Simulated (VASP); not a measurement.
Write the native input for VASP 6.6.1 that does the following.

```
Task                   : single point
Functional             : LDA
Potentials or basis    : VASP PAW LDA potentials, release 64 (Mg, O)
Cutoff                 : 520 eV
k mesh                 : 2 × 2 × 1
Occupations            : gaussian, width 0.05 eV
Spin                   : collinear spin
Starting moments       : [0.0, 0.0, 0.0, 0.0, 0.0, 0.0, 0.0, 0.0, 0.0, 0.0, 0.0, 0.0, 0.0, 0.0, 0.0, 0.0, 0.0, 0.0, 0.0, 0.0, 0.0, 0.0, 0.0, 0.0, 1.0, 0.0] μB
Dipole correction      : no
Further INCAR settings : LREAL = Auto; ALGO = Normal; EDIFF = 1e-07; NBANDS = 77
```

The structure of Mg6O7 lies in POSCAR:

```
Mg6O7
1.0
    5.6328130000      0.0000000000      0.0000000000
    2.8164060000      4.8781590000      0.0000000000
    0.0000000000      0.0000000000     16.7489650000
Mg O
12 14
Direct
    0.0000000000      0.0000000000      0.0597051800
    0.0000000400      0.4999999800      0.0597051800
    0.4999999700      0.0000000000      0.0597051800
    0.5000000000      0.4999999800      0.0597051800
    0.6664660584      0.6670917353      0.2074595129
    0.6682083438      0.1651160587      0.2066644087
    0.1651337603      0.6698275598      0.2072483638
    0.1667214748      0.1650911337      0.2066622717
    0.3229358995      0.3540913429      0.3453078165
    0.3475604840      0.8166544519      0.3569513591
    0.8351687889      0.3296098730      0.3558326087
    0.8359424387      0.8166437265      0.3569003670
    0.3333333700      0.8333333000      0.1283537900
    0.3333333400      0.3333333200      0.1283537900
    0.8333333400      0.8333333000      0.1283537900
    0.8333333000      0.3333333200      0.1283537900
    0.0007501681      0.4957153343      0.2722774549
    0.9967515951      0.0065574814      0.2784581431
    0.5035581318      0.4957349828      0.2722788372
    0.4982021935      0.0035607740      0.2756513527
    0.6353076005      0.1615106312      0.4235635866
    0.6771328824      0.6460210196      0.4156364981
    0.2033916487      0.1614844417      0.4237351542
    0.1680990412      0.6638572753      0.4126670152
    0.2720955782      0.1702318892      0.4959120256
   -0.4419686029      0.1704049002      0.4958117567
```

The input as run:

INCAR

```
SYSTEM = Mg6O7
ALGO = Normal ; EDIFF = 1E-7
ENCUT = 520 ; ISIF = 2
ISMEAR = 0 ; ISPIN = 2
LASPH = .TRUE. ; LCHARG = .TRUE.
LELF = .TRUE. ; LORBIT = 11
LREAL = Auto ; LVHAR = .TRUE.
LWAVE = .FALSE. ; MAGMOM = 0 0 0 0 0 0 0 0 0 0 0 0 0 0 0 0 0 0 0 0 0 0 0 0 1 0
NBANDS = 77 ; NELM = 150
PREC = Accurate ; SIGMA = 0.05
```

KPOINTS

```
k-points
0
G
  2 2 1
  0 0 0
```

Potentials or basis: VASP PAW LDA potentials, release 64 (Mg, O).

Launch:

```sh
$ cat potpaw_LDA.64/Mg/POTCAR potpaw_LDA.64/O/POTCAR > POTCAR
$ mpirun -np 1 vasp_std > vasp.out
```

It gave:

| Property | Result |
| --- | --- |
| Largest force | 0.969 eV/Å |
| Net moment | 1.50 μB per cell |
| Site moments | Mg +0.00, -0.00, +0.01; O -0.00, +0.00, +0.12, +0.25, +0.26 μB |
| Valence electrons inside the program's atomic spheres | Mg 0.47, 0.51, 0.50, 0.56, 0.53, 0.48; O 5.13, 5.12, 5.15, 5.11, 5.07, 5.03, 4.82 |

Caveat: the k points lie up to 0.64 Å⁻¹ apart.

It took 17 min on 1 thread of AMD EPYC 7R43 64-Core Processor (Zen 3), on a shared host, peak memory 0.48 GiB.
